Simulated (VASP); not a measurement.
Wanted: the native input for a VASP 6.6.1 run.

```yaml
Task: single point
Functional: LDA
Potentials_or_basis: VASP PAW LDA potentials, release 64 (Sc_sv)
Cutoff: 520 eV
k_mesh: 18 × 18 × 11
Occupations: fermi-dirac, width 0.05 eV
Spin: collinear spin
Starting_moments: "[1.0, 1.0] μB"
Dipole_correction: no
Further_INCAR_settings: ALGO = Normal; EDIFF = 1e-07; NBANDS = 22
```

The structure of Sc lies in POSCAR:

```
Sc
1.0
    3.0934215085      0.0000000000      0.0000000000
   -1.5467107543      2.6789816110      0.0000000000
    0.0000000000      0.0000000000      4.7806714853
Sc
2
Direct
    0.3333333333      0.6666666667      0.2500000000
    0.6666666667      0.3333333333      0.7500000000
```

One way to write it, as run:

INCAR

```
SYSTEM = Sc
  PREC = Accurate
  ENCUT = 520
  EDIFF = 1E-7
  ISMEAR = -1
  SIGMA = 0.05
  LREAL = .FALSE.
  LASPH = .TRUE.
  NELM = 150
  ALGO = Normal
  ISIF = 2
  LWAVE = .FALSE.
  LCHARG = .FALSE.
  ISPIN = 2
  MAGMOM = 1 1
  LORBIT = 11
  LMAXMIX = 4
  GGA = CA
  NBANDS = 22
```

KPOINTS

```
Automatic mesh
0
G
  18 18 11
  0 0 0
```

Potentials or basis: VASP PAW LDA potentials, release 64 (Sc_sv).

Command:

```console
$ cat potpaw_LDA.64/Sc_sv/POTCAR > POTCAR
$ mpirun -np 1 vasp_std > vasp.out
```

It gave:

```json
{
 "Pressure": "9.9 GPa",
 "Band gap on the k mesh": "zero (filled and empty bands overlap)",
 "Net moment": "0.00 μB per cell",
 "Valence electrons inside the program's atomic spheres": "Sc 9.67"
}
```

Caveat: the cell stands under pressure.

Run time: 3.7 min on 1 thread of Intel(R) Xeon(R) Platinum 8488C (Sapphire Rapids) (shared host), peak memory 0.34 GiB.
